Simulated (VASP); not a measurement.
# TiCo (Pm-3m) in VASP: vibrations by perturbation theory with PBEsol

Aim: the vibrations by perturbation theory of TiCo with PBEsol.

Everything below comes from runs of VASP 6.6.1. Logs are shortened: lines on timing, memory, paths and dates and some standing lists are left out, and cuts for length are marked.

**1. The cell of the first run**

It takes space group Pm-3m (No. 221, cubic). The conventional cell has a = 2.940 Å, b = 2.940 Å, c = 2.940 Å, α = 90.00°, β = 90.00°, γ = 90.00°. Within 3.4 Å of Ti (site symmetry m-3m) lie 8 Co at 2.55 Å and 6 Ti at 2.94 Å. Co (site symmetry m-3m) has 8 Ti at 2.55 Å and 6 Co at 2.94 Å within 3.4 Å.

**2. Vibrations by perturbation theory, PBEsol, collinear spin, ferromagnetic start**

File INCAR:

```
SYSTEM = TiCo
PREC = Accurate
ENCUT = 520
EDIFF = 1E-8
ISMEAR = 0
SIGMA = 0.15
LREAL = .FALSE.
LASPH = .TRUE.
NELM = 150
ALGO = Fast
ISIF = 2
LWAVE = .FALSE.
LCHARG = .FALSE.
ISPIN = 2
MAGMOM = 0.05 0.82
LORBIT = 11
LMAXMIX = 4
GGA = PS
NBANDS = 22
IBRION = 8
NSW = 1
```

File KPOINTS:

```
Automatic mesh
0
G
  12 12 12
  0 0 0
```

File POSCAR:

```
TiCo
1.0
    2.9400774918      0.0000000000      0.0000000000
    0.0000000000      2.9400774918      0.0000000000
    0.0000000000      0.0000000000      2.9400774918
Ti Co
1 1
Direct
    0.0000000000      0.0000000000      0.0000000000
    0.5000000000      0.5000000000      0.5000000000
```

Potentials or basis: VASP PAW PBE potentials, release 64 (Ti_sv, Co).

The run is started by

```
> cat potpaw_PBE.64/Ti_sv/POTCAR potpaw_PBE.64/Co/POTCAR > POTCAR
> mpirun -np 1 vasp_std > vasp.out
```

OUTCAR:

```text
SYSTEM = TiCo
   PREC = Accurate
   ENCUT = 520
   EDIFF = 1E-8
   ISMEAR = 0
   LREAL = .FALSE.
   LASPH = .TRUE.
   NELM = 150
   ISIF = 2
   ISPIN = 2
   LORBIT = 11
   GGA = PS
   IBRION = 8
   NSW = 1

 ion  position               nearest neighbor table
   1  0.000  0.000  0.000-   2 2.55   2 2.55   2 2.55   2 2.55   2 2.55   2 2.55   2 2.55   2 2.55

   2  0.500  0.500  0.500-   1 2.55   1 2.55   1 2.55   1 2.55   1 2.55   1 2.55   1 2.55   1 2.55

  LATTYP: Found a simple cubic cell.
 ALAT       =     2.9400774918

  Lattice vectors:

 A1 = (   2.9400774918,   0.0000000000,   0.0000000000)
 A2 = (   0.0000000000,   2.9400774918,   0.0000000000)
 A3 = (   0.0000000000,   0.0000000000,   2.9400774918)

Analysis of symmetry for initial positions (statically):
=====================================================================
 Subroutine PRICEL returns:
 Original cell was already a primitive cell.

 Routine SETGRP: Setting up the symmetry group for a
 simple cubic supercell.

 Subroutine GETGRP returns: Found 48 space group operations
 (whereof 48 operations were pure point group operations)
 out of a pool of 48 trial point group operations.

The static configuration has the point symmetry O_h .

Analysis of symmetry for dynamics (positions and initial velocities):
=====================================================================
 Subroutine PRICEL returns:
 Original cell was already a primitive cell.

 Routine SETGRP: Setting up the symmetry group for a
 simple cubic supercell.

 Subroutine GETGRP returns: Found 48 space group operations
 (whereof 48 operations were pure point group operations)
 out of a pool of 48 trial point group operations.

The dynamic configuration has the point symmetry O_h .

Analysis of structural, dynamic, and magnetic symmetry:
=====================================================================
 Subroutine PRICEL returns:
 Original cell was already a primitive cell.

 Routine SETGRP: Setting up the symmetry group for a
 simple cubic supercell.

 Subroutine GETGRP returns: Found 48 space group operations
 (whereof 48 operations were pure point group operations)
 out of a pool of 48 trial point group operations.

The overall configuration has the point symmetry O_h .

 Subroutine INISYM returns: Found 48 space group operations
 (whereof 48 operations are pure point group operations),
 and found     1 'primitive' translations

----------------------------------------------------------------------------------------

                                     Primitive cell

  volume of cell :      25.4142

  direct lattice vectors                    reciprocal lattice vectors
     2.940077492  0.000000000  0.000000000     0.340127089  0.000000000  0.000000000
     0.000000000  2.940077492  0.000000000     0.000000000  0.340127089  0.000000000
     0.000000000  0.000000000  2.940077492     0.000000000  0.000000000  0.340127089

  length of vectors
     2.940077492  2.940077492  2.940077492     0.340127089  0.340127089  0.340127089

  position of ions in fractional coordinates (direct lattice)
     0.000000000  0.000000000  0.000000000
     0.500000000  0.500000000  0.500000000

  ion indices of the primitive-cell ions
   primitive index   ion index
                 1           1
                 2           2

----------------------------------------------------------------------------------------

 KPOINTS: Automatic mesh

[... 113 lines left out ...]
  ext. energy  EPLUGINS =         0.00000000
  ---------------------------------------------------
  free energy    TOTEN  =       -16.91364420 eV

  energy without entropy =      -16.88880550  energy(sigma->0) =      -16.90122485

 E-fermi :  10.3837     XC(G=0): -12.9860

 val. band max:       10.3771637229   @ k =   0.5000   0.1667   0.0833
 cond. band min:      10.3859401841   @ k =   0.5000   0.4167   0.0833
 fundamental gap:      0.0087764613
 Fermi energy:        10.3836669851

 spin component 1

 k-point     1 :       0.0000    0.0000    0.0000
  band No.  band energies     occupation
      1     -46.4816      1.00000
      2     -22.6581      1.00000
      3     -22.6581      1.00000
      4     -22.6581      1.00000
      5       2.4827      1.00000
      6       6.0967      1.00000
[... 589 lines left out ...]
     21      27.4607      0.00000
     22      30.5365      0.00000

 [... further k-points ...]

 spin component 2

 k-point     1 :       0.0000    0.0000    0.0000
  band No.  band energies     occupation
      1     -46.4743      1.00000
      2     -22.6517      1.00000
      3     -22.6517      1.00000
      4     -22.6517      1.00000
      5       2.5091      1.00000
      6       6.5440      1.00000
[... 592 lines left out ...]
 [... further k-points ...]

------------------------ aborting loop because EDIFF is reached ----------------------------------------

  FORCE on cell =-STRESS in cart. coord.  units (eV):
  Direction    XX          YY          ZZ          XY          YZ          ZX
  --------------------------------------------------------------------------------------
  -------------------------------------------------------------------------------------
  Total       -0.0937948     -0.0937948     -0.0937948     -0.0000000      0.0000000      0.0000000
  in kB       -5.9130728     -5.9130728     -5.9130728     -0.0000000      0.0000000      0.0000000
  external PRESSURE =      -5.9130728 kB  Pullay stress =       0.0000000 kB

 VOLUME and BASIS-vectors are now :
 -----------------------------------------------------------------------------
  energy-cutoff  :      520.00
  volume of cell :       25.41
      direct lattice vectors                 reciprocal lattice vectors
     2.940077492  0.000000000  0.000000000     0.340127089  0.000000000  0.000000000
     0.000000000  2.940077492  0.000000000     0.000000000  0.340127089  0.000000000
     0.000000000  0.000000000  2.940077492     0.000000000  0.000000000  0.340127089

 POSITION                                       TOTAL-FORCE (eV/Angst)
 -----------------------------------------------------------------------------------
      0.00000      0.00000      0.00000         0.000000      0.000000      0.000000
      1.47004      1.47004      1.47004         0.000000      0.000000      0.000000
 -----------------------------------------------------------------------------------
    total drift:                                0.000000      0.000000     -0.000000

  FREE ENERGIE OF THE ION-ELECTRON SYSTEM (eV)
  ---------------------------------------------------
  free  energy   TOTEN  =       -16.9136441990 eV

  energy  without entropy=      -16.8888054993  energy(sigma->0) =      -16.90122485

[... ionic steps 2 to 3 ...]

--------------------------------------- Ionic step        4  -------------------------------------------

------------------------ aborting loop because EDIFF is reached ----------------------------------------

[... ionic steps 5 to 6 ...]

--------------------------------------- Ionic step        7  -------------------------------------------

 Free energy of the ion-electron system (eV)
  ---------------------------------------------------
  ---------------------------------------------------
  free energy    TOTEN  =        -0.16622782 eV

  energy without entropy =       -0.16622788

------------------------ aborting loop because EDIFF is reached ----------------------------------------

 INTERNAL STRAIN TENSOR  FOR ION    2  DIRECTION 1   (eV/Angst):
 -----------------------------------------------------------------------------
     0.10286 -0.00000  0.00000
    -0.00000 -0.01921  0.00000
     0.00000  0.00000 -0.01921

 INTERNAL STRAIN TENSOR FOR ION    2 for displacements in x,y,z  (eV/Angst):
          X           Y           Z          XY          YZ          ZX
  --------------------------------------------------------------------------------
  x     0.00000     0.00000     0.00000     0.00000     0.00000     0.00000
  y     0.00000     0.00000     0.00000     0.00000     0.00000     0.00000
  z     0.00000     0.00000     0.00000     0.00000     0.00000     0.00000

 SECOND DERIVATIVES (NOT SYMMETRIZED)
 ------------------------------------
               1X          1Y          1Z          2X          2Y          2Z
  1X    -5.228898    0.000000    0.000000    5.228898    0.000000    0.000000
  1Y     0.000000   -5.228898    0.000000    0.000000    5.228898    0.000000
  1Z     0.000000    0.000000   -5.228898    0.000000    0.000000    5.228898
  2X     5.238223   -0.000000   -0.000000   -5.238223    0.000000    0.000000
  2Y    -0.000000    5.238223   -0.000000    0.000000   -5.238223    0.000000
  2Z    -0.000000   -0.000000    5.238223    0.000000    0.000000   -5.238223

 Eigenvectors and eigenvalues of the dynamical matrix
 ----------------------------------------------------

   1 f  =    6.958011 THz    43.718470 2PiTHz  232.094254 cm-1    28.776007 meV
             X         Y         Z           dx          dy          dz
      0.000000  0.000000  0.000000    -0.684732    0.287126   -0.000000
      1.470039  1.470039  1.470039     0.617740   -0.259034   -0.000000
[... 21 lines left out ...]
   6 f/i=    0.003083 THz     0.019372 2PiTHz    0.102844 cm-1     0.012751 meV
             X         Y         Z           dx          dy          dz
      0.000000  0.000000  0.000000     0.011538   -0.658291   -0.123371
      1.470039  1.470039  1.470039     0.012789   -0.729682   -0.136750

--------------------------------------------------------------------------------------------------------

 ELASTIC MODULI CONTR FROM IONIC RELAXATION (kBar)
 Direction    XX          YY          ZZ          XY          YZ          ZX
 --------------------------------------------------------------------------------
 XX           0.0000      0.0000      0.0000      0.0000      0.0000      0.0000
 YY           0.0000      0.0000      0.0000      0.0000      0.0000      0.0000
 ZZ           0.0000      0.0000      0.0000      0.0000      0.0000      0.0000
 XY           0.0000      0.0000      0.0000      0.0000      0.0000      0.0000
 YZ           0.0000      0.0000      0.0000      0.0000      0.0000      0.0000
 ZX           0.0000      0.0000      0.0000      0.0000      0.0000      0.0000
 --------------------------------------------------------------------------------

 total charge

# of ion       s       p       d       tot
------------------------------------------
    1        2.260   6.197   1.899  10.356
    2        0.543   0.482   7.349   8.374
--------------------------------------------------
tot          2.802   6.679   9.248  18.730

 magnetization (x)

# of ion       s       p       d       tot
------------------------------------------
    1       -0.002  -0.007   0.004  -0.005
    2        0.024  -0.001   0.657   0.680
--------------------------------------------------
tot          0.022  -0.008   0.661   0.675
```

It took 17 min on 1 thread of Oxide Virtual Turin-like, shared host; peak memory 0.47 GiB.

Results:

| Property | Result |
| --- | --- |
| Net moment | 0.65 μB per cell |
| Site moments | Ti -0.01; Co +0.68 μB |
| Valence electrons inside the program's atomic spheres | Ti 10.36; Co 8.37 |
| Highest phonon frequency at Γ | 232 cm⁻¹ |

Phonon frequencies in cm⁻¹ (negative: imaginary):
```tsv
q point	frequencies
(0.000, 0.000, 0.000)	0 0 0 232 232 232
```

Caveat: the PAW data sets were made with another functional, which shifts forces and pressure a little.
